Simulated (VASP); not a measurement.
# AgAu2 in VASP: notebook

Runs on AgAu2. Level: PBE. Tasks: single point, relaxation of cell and atoms.

All numbers are computed with VASP 6.6.1; they aren't measurements. Logs are shortened: lines on timing, memory, paths and dates and some standing lists are left out, and cuts for length are marked.

## (1) The cell of the first run

It takes space group Immm (No. 71, orthorhombic). The conventional cell has a = 2.979 Å, b = 4.100 Å, c = 8.813 Å, α = 90.00°, β = 90.00°, γ = 90.00°. Within 3.9 Å of Ag (site symmetry mmm) lie 10 Au at 2.93 to 2.94 Å and 2 Ag at 2.98 Å. Within 3.9 Å of Au (site symmetry mm2) lie 5 Ag at 2.93 to 2.94 Å and 7 Au at 2.93 to 2.98 Å.

## (2) Single point, PBE

INCAR

```
SYSTEM = AgAu2
  ALGO = Normal
  EDIFF = 1E-6
  ENCUT = 520
  GGA = PE
  ISIF = 2
  ISMEAR = 0
  LASPH = .TRUE.
  LCHARG = .FALSE.
  LREAL = .FALSE.
  LWAVE = .FALSE.
  NBANDS = 24
  NELM = 80
  PREC = Accurate
  SIGMA = 0.1
```

KPOINTS

```
k-points
0
G
  8 8 8
  0 0 0
```

POSCAR

```
AgAu2
1.0
   -1.4892670273      2.0497697437      4.4066327352
    1.4892670273     -2.0497697437      4.4066327352
    1.4892670273      2.0497697437     -4.4066327352
Ag Au
1 2
Direct
    0.0000000000      0.0000000000      0.0000000000
    0.6661900189      0.6661900189      0.0000000000
    0.3338099811      0.3338099811      0.0000000000
```

Potentials or basis: VASP PAW PBE potentials, release 64 (Ag, Au).

Launch:

```bash
> cat potpaw_PBE.64/Ag/POTCAR potpaw_PBE.64/Au/POTCAR > POTCAR
> mpirun -np 1 vasp_std > vasp.out
```

OUTCAR:

```text
SYSTEM = AgAu2
   EDIFF = 1E-6
   ENCUT = 520
   GGA = PE
   ISIF = 2
   ISMEAR = 0
   LASPH = .TRUE.
   LREAL = .FALSE.
   NELM = 80
   PREC = Accurate

 ion  position               nearest neighbor table
   1  0.000  0.000  0.000-   2 2.93   2 2.93   2 2.93   3 2.93   2 2.93   3 2.93   3 2.93   3 2.93
                             2 2.94   3 2.94
   2  0.666  0.666  0.000-   1 2.93   1 2.93   1 2.93   1 2.93   3 2.93   3 2.93   3 2.93   3 2.93
                             3 2.93   1 2.94
   3  0.334  0.334  0.000-   1 2.93   1 2.93   1 2.93   1 2.93   2 2.93   2 2.93   2 2.93   2 2.93
                             2 2.93   1 2.94

  LATTYP: Found a body centered orthorhombic cell.
 ALAT       =     2.9785340546
 B/A-ratio  =     1.3763614625
 C/A-ratio  =     2.9589272135

  Lattice vectors:

 A1 = (  -1.4892670273,   2.0497697437,   4.4066327352)
 A2 = (   1.4892670273,  -2.0497697437,   4.4066327352)
 A3 = (   1.4892670273,   2.0497697437,  -4.4066327352)

Analysis of symmetry for initial positions (statically):
=====================================================================
 Subroutine PRICEL returns:
 Original cell was already a primitive cell.

 Routine SETGRP: Setting up the symmetry group for a
 body centered orthorhombic supercell.

 Subroutine GETGRP returns: Found  8 space group operations
 (whereof  8 operations were pure point group operations)
 out of a pool of  8 trial point group operations.

The static configuration has the point symmetry D_2h.

Analysis of symmetry for dynamics (positions and initial velocities):
=====================================================================
 Subroutine PRICEL returns:
 Original cell was already a primitive cell.

 Routine SETGRP: Setting up the symmetry group for a
 body centered orthorhombic supercell.

 Subroutine GETGRP returns: Found  8 space group operations
 (whereof  8 operations were pure point group operations)
 out of a pool of  8 trial point group operations.

The dynamic configuration has the point symmetry D_2h.

 Subroutine INISYM returns: Found  8 space group operations
 (whereof  8 operations are pure point group operations),
 and found     1 'primitive' translations

----------------------------------------------------------------------------------------

                                     Primitive cell

  volume of cell :      53.8077

  direct lattice vectors                    reciprocal lattice vectors
    -1.489267027  2.049769744  4.406632735     0.000000000  0.243929837  0.113465321
     1.489267027 -2.049769744  4.406632735     0.335735628  0.000000000  0.113465321
     1.489267027  2.049769744 -4.406632735     0.335735628  0.243929837  0.000000000

  length of vectors
     5.083097908  5.083097908  5.083097908     0.269028149  0.354390732  0.414994189

  position of ions in fractional coordinates (direct lattice)
     0.000000000  0.000000000  0.000000000
     0.666190019  0.666190019  0.000000000
     0.333809981  0.333809981  0.000000000

  ion indices of the primitive-cell ions
   primitive index   ion index
                 1           1
                 2           2
                 3           3

----------------------------------------------------------------------------------------

 KPOINTS: k-points

Automatic generation of k-mesh.
 Grid dimensions read from file:
 generate k-points for:    8    8    8

 Generating k-lattice:

  Cartesian coordinates                     Fractional coordinates (reciprocal lattice)
     0.000000000  0.030491230  0.014183165     0.125000000  0.000000000  0.000000000
     0.041966953  0.000000000  0.014183165     0.000000000  0.125000000 -0.000000000
     0.041966953  0.030491230  0.000000000     0.000000000 -0.000000000  0.125000000

  Length of vectors
     0.033628519  0.044298841  0.051874274

  Shift w.r.t. Gamma in fractional coordinates (k-lattice)
     0.000000000  0.000000000  0.000000000

 Subroutine IBZKPT returns following result:
 ===========================================

 Found     95 irreducible k-points:

 Following reciprocal coordinates:
            Coordinates               Weight
  0.000000  0.000000  0.000000      1.000000
  0.125000  0.000000  0.000000      4.000000
  0.250000  0.000000  0.000000      4.000000
  0.375000 -0.000000  0.000000      4.000000
  0.500000  0.000000  0.000000      2.000000
  0.000000  0.125000 -0.000000      4.000000
[... 16 lines left out ...]
  0.125000  0.375000 -0.000000      8.000000
  0.250000  0.375000 -0.000000      8.000000
 [... further k-points ...]
   k-points           NKPTS =     95   k-points in BZ     NKDIM =     95   number of bands    NBANDS=     24
   number of dos      NEDOS =    301   number of ions     NIONS =      3
   total plane-waves  NPLWV =  64000
   dimension x,y,z NGX =    40 NGY =   40 NGZ =   40
   dimension x,y,z NGXF=    80 NGYF=   80 NGZF=   80
   ions per type =               1   2
   NGX,Y,Z   is equivalent  to a cutoff of  13.08, 13.08, 13.08 a.u.
   NGXF,Y,Z  is equivalent  to a cutoff of  26.16, 26.16, 26.16 a.u.
 SYSTEM =  AgAu2
   PREC   = accura    normal or accurate (medium, high low for compatibility)
   ISTART =      0    job   : 0-new  1-cont  2-samecut
   ICHARG =      2    charge: 1-file 2-atom 10-const
   ISPIN  =      1    spin polarized calculation?
   LNONCOLLINEAR =      F non collinear calculations
   LSORBIT =      F    spin-orbit coupling
   LASPH  =      T    aspherical Exc in radial PAW
   ENCUT  =  520.0 eV  38.22 Ry    6.18 a.u.   9.45  9.45  9.45*2*pi/ulx,y,z
   NELM   =     80;   NELMIN=  2; NELMDL= -5     # of ELM steps
   EDIFF  = 0.1E-05   stopping-criterion for ELM
   LREAL  =      F    real-space projection
   EDIFFG = 0.1E-04   stopping-criterion for IOM
   NSW    =      0    number of steps for IOM
   IBRION =     -1    ionic relax: 0-MD 1-quasi-New 2-CG
   NFREE  =      0    steps in history (QN), initial steepest desc. (CG)
   ISIF   =      2    stress and relaxation
   ISYM   =      2    0-nonsym 1-usesym 2-fastsym
   POTIM  = 0.5000    time-step for ionic-motion
   TEBEG  =    0.0;   TEEND  =   0.0 temperature during run
   PSTRESS=    0.0 pullay stress
   NELECT =      33.0000    total number of electrons
   NUPDOWN=      -1.0000    fix difference up-down
   EMIN   =  10.00;   EMAX   =-10.00  energy-range for DOS
   EFERMI =   0.00;   METHOD = LEGACY
   ISMEAR =     0;   SIGMA  =   0.10  broadening in eV -4-tet -1-fermi 0-gaus
   EFERMI_NEDOS =   21; number of points for ismear=-14 and -15
   IALGO  =     38    algorithm
   IMIX   =      4    mixing-type and parameters
     AMIX     =   0.40;   BMIX     =  1.00
     AMIX_MAG =   1.60;   BMIX_MAG =  1.00
  volume/ion in A,a.u.               =      17.94       121.04
  Fermi-wavevector in a.u.,A,eV,Ry     =   1.390907  2.628432 26.322120  1.934621
  Thomas-Fermi vector in A             =   2.514797
   LORBIT       =      0    0 simple, 1 ext, 2 COOP (PROOUT), +10 PAW based schemes
   GGA     = PE    functional components
   LHFCALC =     F    Hartree Fock is set to
   AEXX    =    0.0000 exact exchange contribution
   IVDW    =     0    specifies the selected vdW correction
   LEPSILON=     F    determine dielectric tensor
   LRPA    =     F    only Hartree local field effects (RPA)
 non-spin polarized calculation
 Gauss-broadening in eV      SIGMA  =   0.10
  energy-cutoff  :      520.00
  volume of cell :       53.81
 maximum number of plane-waves:      1483
 NGX is ok and might be reduce to    40

 number of electron      33.0000002 magnetization

 Free energy of the ion-electron system (eV)
  ---------------------------------------------------
  ext. energy  EPLUGINS =         0.00000000
  ---------------------------------------------------
  free energy    TOTEN  =        -9.29444248 eV

  energy without entropy =       -9.29140653  energy(sigma->0) =       -9.29292450

 E-fermi :   8.2964     XC(G=0): -12.2436

 val. band max:        8.2937628584   @ k =  -0.1250   0.3750   0.1250
 cond. band min:       8.3079683029   @ k =   0.1250   0.5000  -0.0000
 fundamental gap:      0.0142054445
 Fermi energy:         8.2963707120

 k-point     1 :       0.0000    0.0000    0.0000
  band No.  band energies     occupation
      1      -0.4141      2.00000
      2       2.6609      2.00000
      3       2.8229      2.00000
      4       3.3387      2.00000
      5       3.3745      2.00000
      6       3.7434      2.00000
[... 16 lines left out ...]
     23      21.5275      0.00000
     24      22.0154      0.00000

 k-point     2 :       0.1250    0.0000    0.0000
  band No.  band energies     occupation
      1      -0.2097      2.00000
      2       2.5569      2.00000
      3       2.8015      2.00000
      4       3.1968      2.00000
      5       3.4387      2.00000
      6       3.8170      2.00000
[... 16 lines left out ...]
     23      21.1189      0.00000
     24      22.7540      0.00000

 k-point     3 :       0.2500    0.0000    0.0000
  band No.  band energies     occupation
      1       0.3689      2.00000
      2       2.2972      2.00000
      3       2.5879      2.00000
      4       3.1896      2.00000
      5       3.6025      2.00000
      6       3.6496      2.00000
[... 16 lines left out ...]
     23      21.1550      0.00000
     24      23.2521      0.00000
[... 514 lines left out ...]
 k-point    23 :       0.1250    0.3750   -0.0000
  band No.  band energies     occupation
      1       2.0849      2.00000
      2       2.2537      2.00000
      3       2.4103      2.00000
      4       2.9997      2.00000
      5       3.1209      2.00000
      6       3.1777      2.00000
[... 16 lines left out ...]
     23      18.1594      0.00000
     24      19.3795      0.00000

 k-point    24 :       0.2500    0.3750   -0.0000
  band No.  band energies     occupation
      1       2.2897      2.00000
      2       2.3891      2.00000
      3       2.6418      2.00000
      4       2.6733      2.00000
      5       3.3219      2.00000
      6       3.3622      2.00000
[... 16 lines left out ...]
     23      18.9848      0.00000
     24      20.3012      0.00000

 [... further k-points ...]

------------------------ aborting loop because EDIFF is reached ----------------------------------------

  FORCE on cell =-STRESS in cart. coord.  units (eV):
  Direction    XX          YY          ZZ          XY          YZ          ZX
  --------------------------------------------------------------------------------------
  -------------------------------------------------------------------------------------
  Total       -0.1472989     -0.0599016     -0.1636007      0.0000000      0.0000000      0.0000000
  in kB       -4.3859680     -1.7836302     -4.8713706      0.0000000      0.0000000      0.0000000
  external PRESSURE =      -3.6803229 kB  Pullay stress =       0.0000000 kB

 VOLUME and BASIS-vectors are now :
 -----------------------------------------------------------------------------
  energy-cutoff  :      520.00
  volume of cell :       53.81
      direct lattice vectors                 reciprocal lattice vectors
    -1.489267027  2.049769744  4.406632735     0.000000000  0.243929837  0.113465321
     1.489267027 -2.049769744  4.406632735     0.335735628  0.000000000  0.113465321
     1.489267027  2.049769744 -4.406632735     0.335735628  0.243929837  0.000000000

 POSITION                                       TOTAL-FORCE (eV/Angst)
 -----------------------------------------------------------------------------------
      0.00000      0.00000      0.00000        -0.000000      0.000000      0.000000
      0.00000      0.00000      5.87131         0.000000     -0.000000      0.000008
      0.00000      0.00000      2.94196        -0.000000      0.000000     -0.000008
 -----------------------------------------------------------------------------------
    total drift:                                0.000000      0.000000     -0.000000

  FREE ENERGIE OF THE ION-ELECTRON SYSTEM (eV)
  ---------------------------------------------------
  free  energy   TOTEN  =        -9.2944424760 eV

  energy  without entropy=       -9.2914065325  energy(sigma->0) =       -9.29292450
```

Wall time 92 s (1 thread of Intel Xeon 6975P-C (Granite Rapids), shared host); peak memory 0.31 GiB.

What came out:

```
Free energy            : -9.2944 eV
Pressure               : -0.4 GPa
Band gap on the k mesh : zero (an odd number of electrons rules out a gap without spin polarisation)
```

Caveat: spin-orbit coupling is left out, which moves the levels of the heavy elements.

## (3) Single point, PBE

This run uses another cell than the first one: it holds 6 atoms, not 3.

INCAR

```
SYSTEM = AgAu2
ALGO = Fast ; EDIFF = 1E-6
ENCUT = 520 ; GGA = PE
ISIF = 2 ; ISMEAR = 0
LASPH = .TRUE. ; LCHARG = .FALSE.
LREAL = .FALSE. ; LWAVE = .FALSE.
NBANDS = 42 ; NELM = 80
PREC = Accurate ; SIGMA = 0.1
```

KPOINTS

```
k-points
0
G
  4 4 6
  0 0 0
```

POSCAR

```
AgAu2
1.0
    2.7647987549      0.0000000000      0.0000000000
    0.0000000000      8.6858654215      0.0000000000
    0.0000000000      0.0000000000      4.4927942648
Ag Au
2 4
Direct
    0.0000000000      0.0000000000      0.0000000000
    0.5000000000      0.5000000000      0.5000000000
    0.0007188894      0.3333693548      0.0000000000
    0.9992811106      0.6666306452      0.0000000000
    0.5007188894      0.1666306452      0.5000000000
    0.4992811106      0.8333693548      0.5000000000
```

Potentials or basis: VASP PAW PBE potentials, release 64 (Ag, Au).

Launch:

```bash
> cat potpaw_PBE.64/Ag/POTCAR potpaw_PBE.64/Au/POTCAR > POTCAR
> mpirun -np 1 vasp_std > vasp.out
```

Wall time 63 s (1 thread of Intel Xeon 6975P-C (Granite Rapids), shared host); peak memory 0.31 GiB.

The run converged. Its results:

* Free energy: -18.3243 eV
* Pressure: -0.3 GPa
* Largest force: 0.011 eV/Å
* Band gap on the k mesh: zero (bands 33 and 34 overlap by 5.22 eV)

Forces on the atoms (eV/Å):
```
Ag   0.000  0.000  0.000
Ag   0.000  0.000  0.000
Au  -0.001 -0.011  0.000
Au   0.001  0.011  0.000
Au  -0.001  0.011  0.000
Au   0.001 -0.011  0.000
```

Stress tensor (GPa, compression positive):
```
-0.54  0.00  0.00
 0.00 -0.17  0.00
 0.00  0.00 -0.33
```

Levels at points of the mesh, in eV from the Fermi level:
```csv
k point,band 31,band 32,band 33,band 34,band 35,band 36
"(0.00, 0.00, 0.00)",-2.50,-2.40,-2.33,-0.07,2.23,2.80
"(0.50, 0.00, 0.00)",0.11,0.11,0.99,0.99,1.12,1.12
"(0.00, 0.50, 0.00)",-2.41,-2.41,-0.58,-0.58,1.68,1.68
"(0.50, 0.50, 0.00)",0.25,0.25,0.51,0.51,1.73,1.73
"(0.00, 0.00, 0.50)",-2.51,-2.51,-2.19,-2.19,-1.88,-1.88
"(0.50, 0.00, 0.50)",-0.64,-0.64,2.71,2.71,3.23,3.23
"(0.00, 0.50, 0.50)",-2.54,-2.54,-2.51,-2.51,-0.96,-0.96
"(0.50, 0.50, 0.50)",0.86,0.86,0.99,0.99,2.67,2.67
```

Caveat: the k points lie up to 0.57 Å⁻¹ apart, too coarse for converged energies and pressures of a metal; spin-orbit coupling is left out, which moves the levels of the heavy elements.

## (4) Relaxation of cell and atoms, PBE

This run uses another cell than the first one, of 17.98 Å³/atom.

INCAR

```
SYSTEM = AgAu2
PREC = Accurate
ENCUT = 600
EDIFF = 1E-6
ISMEAR = 0
SIGMA = 0.1
LREAL = .False.
LASPH = .True.
NELM = 80
ALGO = Fast
ISIF = 3
LWAVE = .False.
LCHARG = .False.
GGA = PE
IBRION = 2
NSW = 90
EDIFFG = -0.04
```

KPOINTS

```
Automatic mesh
0
Gamma
  8 8 8
  0 0 0
```

POSCAR

```
AgAu2
1.0
   -1.3823993774      2.2463971324      4.3429327107
    1.3823993774     -2.2463971324      4.3429327107
    1.3823993774      2.2463971324     -4.3429327107
Ag Au
1 2
Direct
    0.0000000000      0.0000000000      0.0000000000
    0.6666306452      0.6666306452      0.0000000000
    0.3333693548      0.3333693548      0.0000000000
```

Launch:

```bash
> cat potpaw_PBE.64/Ag/POTCAR potpaw_PBE.64/Au/POTCAR > POTCAR
> mpirun -np 1 vasp_std > vasp.out
```

Wall time 13 min (1 thread of Intel Xeon 6975P-C (Granite Rapids), shared host); peak memory 0.37 GiB.

It converged, with:

```
Free energy                           : -9.2933 eV
Relaxed volume                        : 17.88 Å³/atom
Relaxed cell                          : a = 5.068 Å, b = 5.068 Å, c = 5.068 Å, α = 145.93°, β = 132.04°, γ = 60.13°
Space group after relaxing (to 0.1 Å) : Immm (No. 71)
Energy gained by relaxing             : 17.1 meV/atom
Ionic steps                           : 9
Pressure after relaxing               : 0.0 GPa
Largest force after relaxing          : 0.006 eV/Å
Band gap on the k mesh                : zero (an odd number of electrons rules out a gap without spin polarisation)
```

Forces on the atoms (eV/Å):
```
Ag   0.000  0.000  0.000
Au   0.000  0.000 -0.006
Au   0.000  0.000  0.006
```

Stress tensor (GPa, compression positive):
```
-0.14  0.00  0.00
 0.00  0.00  0.00
 0.00  0.00  0.13
```

The path:
```
step  energy change (eV)  largest force (eV/Å)  pressure (GPa)  volume (Å³)
   1              0.0000                0.0147            0.16        53.95
   2             -0.0247                0.0033           -0.66        54.07
   3             -0.0303                0.0014           -0.96        54.13
   4             -0.0405                0.0088           -1.16        54.21
   5             -0.0398                0.0255           -0.87        54.19
   6             -0.0456                0.0017           -1.17        54.23
   7             -0.0414                0.0047            2.68        52.59
   8             -0.0491                0.0002            0.24        53.56
   9             -0.0512                0.0062            0.00        53.65
```

Final structure:
```yaml
crystal:
  lattice:
    - [-1.48457, 2.05975, 4.38637]
    - [1.48457, -2.05975, 4.38637]
    - [1.48457, 2.05975, -4.38637]
  atoms:
    - { symbol: Ag, position: [0.00000, 0.00000, 0.00000] }
    - { symbol: Au, position: [0.66626, 0.66626, 0.00000] }
    - { symbol: Au, position: [0.33374, 0.33374, 0.00000] }
```

Levels at points of the mesh, in eV from the Fermi level:
```
           k point  band 13  band 14  band 15  band 16  band 17  band 18  band 19  band 20
(0.00, 0.00, 0.00)    -3.16    -3.09    -2.87    -2.33     2.58     2.87     5.83     7.18
(0.50, 0.00, 0.00)    -2.74    -2.39    -2.29    -2.23    -2.20    -0.49     3.18    10.32
(0.00, 0.50, 0.00)    -2.34    -2.06    -1.97    -0.36    -0.21     1.30     5.63     8.60
(0.50, 0.50, 0.00)    -2.22    -2.17    -2.03    -0.60     2.33     3.12     3.58     4.27
(0.50, 0.50, 0.50)    -2.70    -2.23    -2.13    -1.99    -1.94     1.48     6.06    10.22
```

Caveat: spin-orbit coupling is left out, which moves the levels of the heavy elements.

## (5) Overview

```tsv
task	cell	k mesh	cutoff (eV)	gap on the mesh (eV)	pressure (GPa)	largest force (eV/Å)
single point	a = 5.083 Å, angles 145.9, 132.4, 59.8°, 3 atoms, atomic positions A	8 × 8 × 8	520	none	-0.4	-
single point	a = 2.765, b = 8.686, c = 4.493 Å, 6 atoms, atomic positions B	4 × 4 × 6	520	none	-0.3	0.01
relaxation of cell and atoms	relaxed from a = 5.081 Å, angles 148.4, 127.5, 62.5°, 3 atoms, atomic positions A	8 × 8 × 8	600	none	0.0	0.01
```

Alike in all rows: level PBE; potentials or basis VASP PAW PBE potentials, release 64 (Ag, Au); no spin polarisation; smearing gaussian 0.1 eV.

Caveats: some runs use coarse meshes; spin-orbit coupling is left out, which moves the levels of the heavy elements.

Absolute energies hang on the potentials; compare differences alone.
